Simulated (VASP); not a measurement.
# Mg3TeSe2 (P6/mmm) in VASP: a series of runs, part 2 of 2

VASP 6.6.1. Earlier steps stand in the parts before.

### Step 4. Single point, PBE

This run uses another cell than the first one, of 24.80 Å³/atom.

Contents of INCAR:

```
SYSTEM = Mg3TeSe2
  PREC = Accurate
  ENCUT = 520
  EDIFF = 1E-6
  ISMEAR = 0
  SIGMA = 0.1
  LREAL = .FALSE.
  LASPH = .TRUE.
  NELM = 100
  ALGO = Normal
  ISIF = 2
  LWAVE = .FALSE.
  LCHARG = .FALSE.
  GGA = PE
  NBANDS = 21
```

Contents of KPOINTS:

```
regular mesh
0
G
  6 6 8
  0 0 0
```

Contents of POSCAR:

```
Mg3TeSe2
1.0
    6.9397996997      0.0000000033      0.0000000000
   -3.4698998528      6.0100428355      0.0000000000
    0.0000000000      0.0000000000      3.5680084942
Mg Te Se
3 1 2
Direct
    0.5000000000      0.0000000000      0.5000000000
    0.5000000000      0.5000000000      0.5000000000
    0.0000000000      0.5000000000      0.5000000000
    0.0000000000      0.0000000000      0.0000000000
    0.3333333333      0.6666666667      0.0000000000
    0.6666666667      0.3333333333      0.0000000000
```

Potentials or basis: VASP PAW PBE potentials, release 64 (Mg, Te, Se).

Launch:

```sh
cat potpaw_PBE.64/Mg/POTCAR potpaw_PBE.64/Te/POTCAR potpaw_PBE.64/Se/POTCAR > POTCAR
mpirun -np 1 vasp_std > vasp.out
```

OUTCAR:

```text
SYSTEM = Mg3TeSe2
   PREC = Accurate
   ENCUT = 520
   EDIFF = 1E-6
   ISMEAR = 0
   LREAL = .FALSE.
   LASPH = .TRUE.
   NELM = 100
   ISIF = 2
   GGA = PE

 ion  position               nearest neighbor table
   1  0.500  0.000  0.500-   5 2.68   6 2.68   5 2.68   6 2.68   3 3.47   3 3.47   2 3.47   2 3.47

   2  0.500  0.500  0.500-   5 2.68   6 2.68   5 2.68   6 2.68   3 3.47   3 3.47   1 3.47   1 3.47

   3  0.000  0.500  0.500-   5 2.68   6 2.68   5 2.68   6 2.68   1 3.47   1 3.47   2 3.47   2 3.47

   4  0.000  0.000  0.000-
   5  0.333  0.667  0.000-   3 2.68   3 2.68   1 2.68   1 2.68   2 2.68   2 2.68
   6  0.667  0.333  0.000-   3 2.68   3 2.68   1 2.68   1 2.68   2 2.68   2 2.68

  LATTYP: Found a hexagonal cell.
 ALAT       =     6.9397996997
 C/A-ratio  =     0.5141371003

  Lattice vectors:

 A1 = (   6.9397996997,   0.0000000033,   0.0000000000)
 A2 = (  -3.4698998528,   6.0100428355,   0.0000000000)
 A3 = (   0.0000000000,   0.0000000000,   3.5680084942)

Analysis of symmetry for initial positions (statically):
[... 186 lines left out ...]
 fundamental gap:      0.0310441083
 Fermi energy:         4.4934773012

 k-point     1 :       0.0000    0.0000    0.0000
  band No.  band energies     occupation
      1     -10.3179      2.00000
      2      -9.7750      2.00000
      3      -6.2489      2.00000
      4      -1.5452      2.00000
      5      -1.5452      2.00000
      6      -0.2449      2.00000
[... 565 lines left out ...]
     20       8.7792      0.00000
     21       9.8632      0.00000

 [... further k-points ...]

------------------------ aborting loop because EDIFF is reached ----------------------------------------

  FORCE on cell =-STRESS in cart. coord.  units (eV):
  Direction    XX          YY          ZZ          XY          YZ          ZX
  --------------------------------------------------------------------------------------
  -------------------------------------------------------------------------------------
  Total       -0.0496827     -0.0496827     -0.1073475      0.0000000     -0.0000000      0.0000000
  in kB       -0.5348913     -0.5348913     -1.1557192      0.0000000     -0.0000000      0.0000000
  external PRESSURE =      -0.7418339 kB  Pullay stress =       0.0000000 kB

 VOLUME and BASIS-vectors are now :
 -----------------------------------------------------------------------------
  energy-cutoff  :      520.00
  volume of cell :      148.82
      direct lattice vectors                 reciprocal lattice vectors
     6.939799700  0.000000003  0.000000000     0.144096378  0.083194083  0.000000000
    -3.469899853  6.010042836  0.000000000    -0.000000000  0.166388165  0.000000000
     0.000000000  0.000000000  3.568008494     0.000000000  0.000000000  0.280268391

 POSITION                                       TOTAL-FORCE (eV/Angst)
 -----------------------------------------------------------------------------------
      3.46990      0.00000      1.78400         0.000000      0.000000      0.000000
      1.73495      3.00502      1.78400         0.000000      0.000000      0.000000
     -1.73495      3.00502      1.78400         0.000000      0.000000      0.000000
      0.00000      0.00000      0.00000         0.000000      0.000000      0.000000
     -0.00000      4.00670      0.00000        -0.000000      0.000000     -0.000000
      3.46990      2.00335      0.00000         0.000000     -0.000000      0.000000
 -----------------------------------------------------------------------------------
    total drift:                                0.000000      0.000000     -0.000000

  FREE ENERGIE OF THE ION-ELECTRON SYSTEM (eV)
  ---------------------------------------------------
  free  energy   TOTEN  =       -18.5737454185 eV

  energy  without entropy=      -18.5536684252  energy(sigma->0) =      -18.56370692
```

stdout:

```text
POSCAR found type information on POSCAR MgTeSe
 POSCAR found :  3 types and       6 ions
 scaLAPACK will be used
 LDA part: xc-table for (Slater+PW92), standard interpolation
 POSCAR, INCAR and KPOINTS ok, starting setup
 FFT: planning ... GRIDC
 FFT: planning ... GRID_SOFT
 FFT: planning ... GRID
 WAVECAR not read
 entering main loop
```

Wall time 54 s (1 thread of Intel Xeon 6975P-C (Granite Rapids), shared host); peak memory 0.33 GiB.

What came out:

```
Free energy            : -18.5737 eV
Pressure               : -0.1 GPa
Band gap on the k mesh : zero (bands 12 and 13 overlap by 1.66 eV)
```

Levels at points of the mesh, in eV from the Fermi level:
```
           k point  band 9  band 10  band 11  band 12  band 13  band 14  band 15  band 16
(0.00, 0.00, 0.00)   -2.50    -1.68    -1.68    -0.62     1.33     2.78     2.92     4.07
(0.50, 0.00, 0.00)   -2.62    -2.30    -2.03     0.66     1.25     1.45     1.82     2.88
(0.00, 0.00, 0.50)   -3.56    -3.43    -0.68    -0.68    -0.23    -0.23     0.58     0.58
(0.50, 0.00, 0.50)   -3.74    -3.03    -0.98    -0.85    -0.79     0.61     0.97     2.43
```

Caveat: spin-orbit coupling is left out, which moves the levels of the heavy elements.

### Step 5. Summary

```csv
cell,k mesh,gap on the mesh (eV),pressure (GPa)
"a = 5.982, b = 5.982, c = 4.653 Å, angles 90.0, 90.0, 120.0°, 6 atoms",3 × 3 × 4,none,0.2
"a = 6.954, b = 6.954, c = 3.549 Å, angles 90.0, 90.0, 120.0°, 6 atoms",6 × 6 × 10,none,-0.1
"a = 6.940, b = 6.940, c = 3.568 Å, angles 90.0, 90.0, 120.0°, 6 atoms",6 × 6 × 8,none,-0.1
```

Alike in all rows: task single point; level PBE; potentials or basis VASP PAW PBE potentials, release 64 (Mg, Te, Se); no spin polarisation; cutoff (eV) 520; smearing gaussian 0.1 eV.

Caveats: some runs use coarse meshes; spin-orbit coupling is left out, which moves the levels of the heavy elements.

Total energies depend on the potentials used, so only differences within one code and one set of settings carry meaning.
